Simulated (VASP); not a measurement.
Write the native input for VASP 6.6.1 that does the following.

```
Task                   : single point
Functional             : PBE
Potentials or basis    : VASP PAW PBE potentials, release 64 (Hf_pv, C)
Cutoff                 : 520 eV
k mesh                 : 12 × 12 × 14
Occupations            : methfessel-paxton, width 0.1 eV
Spin                   : no spin polarisation
Dipole correction      : no
Further INCAR settings : ALGO = Normal; EDIFF = 1e-07; NBANDS = 24
```

The structure of HfC5 lies in POSCAR:

```
HfC5
1.0
    4.6219039572      0.0000000000      0.0000000000
   -2.3109519786      4.0026862408      0.0000000000
    0.0000000000      0.0000000000      2.5763745682
Hf C
1 5
Direct
    0.0000000000      0.0000000000      0.0000000000
    0.0000000000      0.5000000000      0.5000000000
    0.3333333333      0.6666666667      0.0000000000
    0.6666666667      0.3333333333      0.0000000000
    0.5000000000      0.0000000000      0.5000000000
    0.5000000000      0.5000000000      0.5000000000
```

One way to write it, as run:

INCAR

```
SYSTEM = HfC5
PREC = Accurate
ENCUT = 520
EDIFF = 1E-7
ISMEAR = 1
SIGMA = 0.1
LREAL = .False.
LASPH = .True.
NELM = 60
ALGO = Normal
ISIF = 2
LWAVE = .False.
LCHARG = .True.
GGA = PE
LELF = .True.
LVHAR = .True.
NBANDS = 24
```

KPOINTS

```
regular mesh
0
Gamma
  12 12 14
  0 0 0
```

Potentials or basis: VASP PAW PBE potentials, release 64 (Hf_pv, C).

Run with:

```console
$ cat potpaw_PBE.64/Hf_pv/POTCAR potpaw_PBE.64/C/POTCAR > POTCAR
$ mpirun -np 1 vasp_std > vasp.out
```

Results of the run:

- Pressure: -1.1 GPa
- Band gap on the k mesh: zero (bands 15 and 16 overlap by 2.92 eV)

Caveat: spin-orbit coupling is left out, which moves the levels of the heavy elements.

It took 2.4 min on 1 thread of AMD EPYC 7R13 Processor (Zen 3), with other jobs on the host, peak memory 0.25 GiB.
